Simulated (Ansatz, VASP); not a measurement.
## Two plane-wave programs on Eu

INCAR

```
SYSTEM = Eu
ALGO     = Normal         ! electronic algorithm
EDIFF    = 1E-7           ! SCF threshold, eV
ENCUT    = 520            ! plane-wave cutoff, eV
GGA      = PE             ! functional
ISIF     = 2              ! what is computed and relaxed
ISMEAR   = -1             ! smearing method
ISPIN    = 2              ! spin polarisation
LASPH    = .True.         ! aspherical terms in the spheres
LCHARG   = .False.        ! write CHGCAR
LMAXMIX  = 6              ! l up to which the mixer works
LORBIT   = 11             ! projections on sites
LREAL    = .False.        ! projectors in reciprocal space
LWAVE    = .False.        ! write WAVECAR
MAGMOM   = 7              ! initial moments
NBANDS   = 18             ! bands
NELM     = 150            ! most SCF steps
PREC     = Accurate       ! precision mode
SIGMA    = 0.05           ! smearing width, eV
```

File KPOINTS:

```
k-points
0
Gamma
  10 10 10
  0 0 0
```

File POSCAR:

```
Eu
1.0
   -2.3333061070      2.3333061070      2.3333061070
    2.3333061070     -2.3333061070      2.3333061070
    2.3333061070      2.3333061070     -2.3333061070
Eu
1
Direct
    0.0000000000      0.0000000000      0.0000000000
```

Input for Ansatz:

```yaml
crystal:
  lattice:
    - [-2.333306107, 2.333306107, 2.333306107]
    - [2.333306107, -2.333306107, 2.333306107]
    - [2.333306107, 2.333306107, -2.333306107]
  atoms:
    - { symbol: Eu, position: [0.0, 0.0, 0.0], spin: 7.0 }
magnetization:
  spin_polarized: true
kpoints:
  mp_grid: { grid: [10, 10, 10] }
scf:
  occupations: { method: fermi_dirac, width: 0.05 }
hamiltonian:
  xc: pbe
  pseudopotentials: { kind: paw }
output:
  forces: true
  stress: true
  eigenvalues: true
  populations: true
```

Change from the starting cell: volume scaled by 1.04, PAW files.

Alike in both runs: task single point; functional PBE; k mesh 10 × 10 × 10; occupations fermi-dirac, width 0.05 eV; collinear spin.

|  | VASP | Ansatz |
| --- | --- | --- |
| version | VASP 6.6.1 | Ansatz 0.2.0 |
| potentials or method | VASP PAW PBE potentials, release 64 (Eu) | PAW with Ansatz's default frozen-core files, scalar-relativistic |
| plane-wave cutoff (eV) | 520 | 420 |
| valence electrons in the cell | 17 | 17 |

|  | VASP | Ansatz | Ansatz less VASP |
| --- | --- | --- | --- |
| pressure (GPa) | -2.1 | -1.9 | +0.24 |
| net moment per atom (μB) | 7.41 | 7.41 | +0.006 |
| size of the moment on the site where the two differ most (μB) | 6.71 | 7.13 | +0.410 |

Site moments also hang on the region over which each program counts them.

Neither program's run includes spin-orbit coupling.
